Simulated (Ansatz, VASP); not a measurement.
## Two plane-wave programs on Pb

```
CELL_PARAMETERS angstrom
0.00000 2.51759 2.51759
2.51759 0.00000 2.51759
2.51759 2.51759 0.00000
ATOMIC_POSITIONS crystal
Pb 0.00000 0.00000 0.00000
```

Alike in both runs: task single point; functional PBE; k mesh 11 × 11 × 11; no spin polarisation.

|  | VASP | Ansatz |
| --- | --- | --- |
| version | VASP 6.6.1 | Ansatz 0.2.0 |
| potentials or method | VASP PAW PBE potentials, release 64 (Pb_d), cutoff 520 eV | plane waves (420 eV) with PAW, scalar-relativistic |
| occupations | methfessel-paxton of order 1, width 0.01 eV | cold, width 0.01 eV |
| valence electrons in the cell | 14 | 14 |

Ansatz gave:

- pressure (GPa): -0.1

Task: What did VASP give for the same quantities?

Result: Pressure (GPa): -0.2.

Spin-orbit coupling is off throughout.
